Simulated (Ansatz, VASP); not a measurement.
**Zr: VASP beside Ansatz**

POSCAR

```
Zr
1.0
    3.2745311931      0.0000000000      0.0000000000
   -1.6372655966      2.8358271987      0.0000000000
    0.0000000000      0.0000000000      5.2147314515
Zr
2
Direct
    0.6666666667      0.3333333333      0.7500000000
    0.3333333333      0.6666666667      0.2500000000
```

INCAR.step1

```
PREC = Accurate
ENCUT = 520
ISMEAR = -1
SIGMA = 0.05
LREAL = False
LASPH = True
NELM = 60
NBANDS = 19
GGA = PE
ALGO = Normal
EDIFF = 1E-4
LWAVE = True
LCHARG = False
```

File INCAR.step2:

```
PREC = Accurate
ENCUT = 520
EDIFF = 1E-6
ISMEAR = -1
SIGMA = 0.05
LREAL = False
LASPH = True
NELM = 60
ALGO = Normal
ISIF = 2
LWAVE = False
LCHARG = False
METAGGA = R2SCAN
LMIXTAU = True
NBANDS = 19
ISTART = 1
```

The input KPOINTS:

```
Automatic mesh
0
Gamma
  9 9 5
```

File input.yaml:

```yaml
crystal:
  lattice:
    - [3.2745311931, 0.0, 0.0]
    - [-1.6372655966, 2.8358271987, 0.0]
    - [0.0, 0.0, 5.2147314515]
  atoms:
    - { symbol: Zr, position: [0.6666666667, 0.3333333333, 0.75] }
    - { symbol: Zr, position: [0.3333333333, 0.6666666667, 0.25] }
hamiltonian:
  xc: r2scan
  pseudopotentials: { kind: paw }
kpoints:
  mp_grid: { grid: [9, 9, 5] }
scf:
  occupations: { method: fermi_dirac, width: 0.05 }
output:
  forces: true
  stress: true
  eigenvalues: true
```

Alike in both runs: task single point; functional r2SCAN; k mesh 9 × 9 × 5; occupations fermi-dirac, width 0.05 eV; no spin polarisation.

```csv
,VASP,Ansatz
version,VASP 6.6.1,Ansatz 0.2.0
potentials or method,"VASP PAW PBE potentials, release 64 (Zr_sv)",Ansatz PAW
plane-wave cutoff (eV),520,500
valence electrons in the cell,24,24
```

VASP gave:

| Quantity | Value |
| --- | --- |
| gap on the k mesh at the Fermi level (eV) | none |
| pressure (GPa) | -2.8 |
| traceless stress, the component that is largest in VASP (GPa) | -0.14 |

Task: Estimate Ansatz's values.

Result: gap on the k mesh at the Fermi level (eV): none; pressure (GPa): -2.8; traceless stress, the component that is largest in VASP (GPa): -0.12.

VASP's potentials were made for PBE, not for r2SCAN. A gap of «none» marks a metal or a gap that the smearing closes.
